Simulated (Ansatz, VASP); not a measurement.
# Two plane-wave programs on W

File POSCAR:

```
W
1.0
    0.0000000000      2.0434441004      2.0434441004
    2.0434441004      0.0000000000      2.0434441004
    2.0434441004      2.0434441004      0.0000000000
W
1
Direct
    0.0000000000      0.0000000000      0.0000000000
```

INCAR.step1

```
PREC = Accurate
ENCUT = 520
ISMEAR = -1
SIGMA = 0.1
LREAL = False
LASPH = True
NELM = 100
NBANDS = 13
GGA = PE
ALGO = Normal
EDIFF = 1E-4
LWAVE = True
LCHARG = False
```

File INCAR.step2:

```
PREC = Accurate
ENCUT = 520
EDIFF = 1E-6
ISMEAR = -1
SIGMA = 0.1
LREAL = False
LASPH = True
NELM = 100
ALGO = Normal
ISIF = 2
LWAVE = False
LCHARG = True
METAGGA = R2SCAN
LMIXTAU = True
LELF = True
LVHAR = True
NBANDS = 13
ISTART = 1
```

KPOINTS

```
Automatic mesh
0
Gamma
  12 12 12
```

Input for Ansatz:

```yaml
crystal:
  lattice:
    - [0.0, 2.0434441004070294, 2.0434441004070294]
    - [2.0434441004070294, 0.0, 2.0434441004070294]
    - [2.0434441004070294, 2.0434441004070294, 0.0]
  atoms:
    - { symbol: W, position: [0.0, 0.0, 0.0] }
basis:
  ecutwfc: 600.0
kpoints:
  mp_grid:
    grid: [12, 12, 12]
hamiltonian:
  xc: r2scan
scf:
  occupations:
    method: fermi_dirac
    width: 0.1
output:
  stress: true
```

Alike in both runs: task single point; functional r2SCAN; k mesh 12 × 12 × 12; occupations fermi-dirac, width 0.1 eV; no spin polarisation.

|  | VASP | Ansatz |
| --- | --- | --- |
| version | VASP 6.6.1 | Ansatz 0.2.0 |
| potentials or method | VASP PAW PBE potentials, release 64 (W_sv), cutoff 520 eV | plane waves, PAW |
| valence electrons in the cell | 14 | 14 |

|  | VASP | Ansatz | Ansatz less VASP |
| --- | --- | --- | --- |
| pressure (GPa) | -13.1 | -14.0 | -0.88 |

VASP's potentials were made for PBE, not for r2SCAN. With one functional, cell and mesh, what is left measures potentials, basis and numerics.

Spin-orbit coupling is off throughout.
